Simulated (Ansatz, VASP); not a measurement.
# One calculation of Al2Ru, two programs

File INCAR:

```
  ALGO = Fast
  EDIFF = 1E-6
  ENCUT = 520
  GGA = PS
  ISIF = 2
  ISMEAR = 0
  LASPH = True
  LCHARG = False
  LREAL = False
  LWAVE = False
  NBANDS = 17
  NELM = 60
  PREC = Accurate
  SIGMA = 0.1
```

File KPOINTS:

```
k-points
0
Gamma
  18 18 18
```

The input POSCAR:

```
Al2Ru
1.0
   -1.5606788815      1.5606788815      4.2115520768
    1.5606788815     -1.5606788815      4.2115520768
    1.5606788815      1.5606788815     -4.2115520768
Al Ru
2 1
Direct
    0.6590760825      0.6590760825      0.0000000000
    0.3409239175      0.3409239175      0.0000000000
    0.0000000000      0.0000000000      0.0000000000
```

Input for Ansatz:

```yaml
crystal:
  lattice:
    - [-1.5606788815, 1.5606788815, 4.2115520768]
    - [1.5606788815, -1.5606788815, 4.2115520768]
    - [1.5606788815, 1.5606788815, -4.2115520768]
  atoms:
    - { symbol: Al, position: [0.6590760825, 0.6590760825, 0.0] }
    - { symbol: Al, position: [0.3409239175, 0.3409239175, 0.0] }
    - { symbol: Ru, position: [0.0, 0.0, 0.0] }
basis:
  ecutwfc: 420
kpoints:
  mp_grid: { grid: [18, 18, 18] }
  band_path:
    path:
      - [[0.0, 0.0, 0.0], [0.0, 0.0, 0.5], [0.25, 0.25, 0.25], [0.0, 0.5, 0.0], [0.0, 0.0, 0.0], [0.5, 0.5, -0.5], [0.28433071, 0.71566929, -0.28433071]]
      - [[-0.28433071, 0.28433071, 0.28433071], [0.0, 0.0, 0.0]]
      - [[0.0, 0.0, 0.5], [-0.06866142, 0.06866142, 0.5]]
      - [[0.5, 0.5, -0.06866142], [0.5, 0.5, -0.5]]
    npoints: 14
hamiltonian:
  xc: pbesol
scf:
  occupations: { method: gaussian, width: 0.1 }
  n_extra_bands: 7
output:
  forces: true
  stress: true
  eigenvalues: true
  populations: true
  dos: { projected: true, de: 0.02, nscf_kmesh: { grid: [27, 27, 27] } }
  bader: true
  write_density: true
  write_potential: true
  elf: true
  volumetric_format: npy
```

Alike in both runs: task single point; functional PBEsol; k mesh 18 × 18 × 18; occupations gaussian, width 0.1 eV; no spin polarisation.

|  | VASP | Ansatz |
| --- | --- | --- |
| version | VASP 6.6.1 | Ansatz 0.2.0 |
| potentials or method | VASP PAW PBE potentials, release 64 (Al, Ru_pv), cutoff 520 eV | scalar-relativistic, plane waves, PAW |
| valence electrons in the cell | 20 | 22 |

```tsv
	VASP	Ansatz	Ansatz less VASP
gap on the k mesh at the Fermi level (eV)	none	none	-
pressure (GPa)	0.1	0.0	-0.08
```

VASP's potentials were made for PBE, not for PBEsol. A gap of «none» marks a metal or a gap that the smearing closes. The functional is the same, so the differences come from potentials, cutoffs and numerics. VASP's potentials hold 20 valence electrons a cell and Ansatz's 22, so a difference there can come from the potentials and not from the codes.
